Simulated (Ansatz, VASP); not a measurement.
**One calculation of W, two programs**

```
W
1.0
    -1.53999    1.59282    1.60391
     1.52263   -1.56309    1.55681
     1.59848    1.62157   -1.57418
W
1
Direct
  0.00000 0.00000 0.00000
```

Change from the starting cell: cell strained at random at fixed volume.

Alike in both runs: functional PBEsol; k mesh 9 × 9 × 9; occupations fermi-dirac, width 0.05 eV; non-collinear spin, spin-orbit coupling; Hubbard terms W d U = 2.0 eV.

|  | VASP | Ansatz |
| --- | --- | --- |
| version | VASP 6.6.1 | Ansatz 0.2.0 |
| potentials or method | VASP PAW PBE potentials, release 64 (W_sv) | Ansatz PAW |
| plane-wave cutoff (eV) | 520 | 420 |
| valence electrons in the cell | 14 | 14 |
| task | single point | band structure |

|  | VASP | Ansatz | Ansatz less VASP |
| --- | --- | --- | --- |
| pressure (GPa) | 4.7 | -0.6 | -5.34 |
| traceless stress, the component that is largest in VASP (GPa) | -5.54 | -5.41 | +0.132 |

VASP's potentials were made for PBE, not for PBEsol. The programs project onto different local orbitals, so the same U acts differently, and such runs can settle in different states.

Noted on Ansatz's run: moments are unreliable in this version under spin-orbit coupling with a hybrid or U, so they aren't listed; the magnetic or orbital state may not be the lowest.
